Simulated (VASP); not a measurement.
Here is a VASP 6.6.1 calculation.

INCAR

```
PREC = Accurate
ENCUT = 520
EDIFF = 1E-7
ISMEAR = 0
SIGMA = 0.05
LREAL = False
LASPH = True
NELM = 100
ALGO = Normal
ISIF = 2
LWAVE = False
LCHARG = False
GGA = CA
NBANDS = 30
```

Contents of KPOINTS:

```
regular mesh
0
Gamma
  4 4 6
```

File POSCAR:

```
CsPbI2Br
1.0
    6.3752960000      0.0000000000      0.0000000000
    0.0000000000      6.3752960000      0.0000000000
    0.0000000000      0.0000000000      5.8429756000
Cs Pb I Br
1 1 2 1
Direct
    0.5000000000      0.5000000000      0.5000000000
    0.0000000000      0.0000000000      0.0000000000
    0.0000000000      0.5000000000      0.0000000000
    0.5000000000      0.0000000000      0.0000000000
    0.0000000000      0.0000000000      0.5000000000
```

Potentials or basis: VASP PAW LDA potentials, release 64 (Cs_sv, Pb_d, I, Br).

Launch:

```bash
$ cat potpaw_LDA.64/Cs_sv/POTCAR potpaw_LDA.64/Pb_d/POTCAR potpaw_LDA.64/I/POTCAR potpaw_LDA.64/Br/POTCAR > POTCAR
$ mpirun -np 1 vasp_std > vasp.out
```

Problem. Predict the pressure.

Solution. -1.4 GPa.

Problem. What does it give for the band gap on the k mesh?

Solution. 1.23 eV, direct.

Stress tensor (GPa, compression positive):
```
-1.56  0.00  0.00
 0.00 -1.56  0.00
 0.00  0.00 -1.10
```

Caveat: the cell differs from its parent crystal (strain -0.0200 x Voigt [0, 0, 1, 0, 0, 0]); spin-orbit coupling is left out, which moves the levels of the heavy elements. A k mesh can miss the band edges.
